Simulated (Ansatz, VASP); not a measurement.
# Two plane-wave programs on ZnO

```
CELL_PARAMETERS angstrom
2.74316 0.00000 0.00000
0.00000 2.74316 0.00000
0.00000 0.00000 2.74316
ATOMIC_POSITIONS crystal
Zn 0.00000 0.00000 0.00000
O 0.50000 0.50000 0.50000
```

Alike in both runs: task single point; functional PBE; k mesh 6 × 6 × 6; occupations gaussian, width 0.05 eV; no spin polarisation.

|  | VASP | Ansatz |
| --- | --- | --- |
| version | VASP 6.6.1 | Ansatz 0.2.0 |
| potentials or method | VASP PAW PBE potentials, release 64 (Zn, O), cutoff 600 eV | scalar-relativistic, plane waves, PAW |
| valence electrons in the cell | 18 | 18 |

```csv
,VASP,Ansatz,Ansatz less VASP
gap on the k mesh at the Fermi level (eV),none,none,-
pressure (GPa),-8.1,-8.4,-0.32
```

A gap of «none» marks a metal or a gap that the smearing closes. The functional is the same, so the differences come from potentials, cutoffs and numerics.

The k mesh is coarse, so the values compare programs but aren't converged.
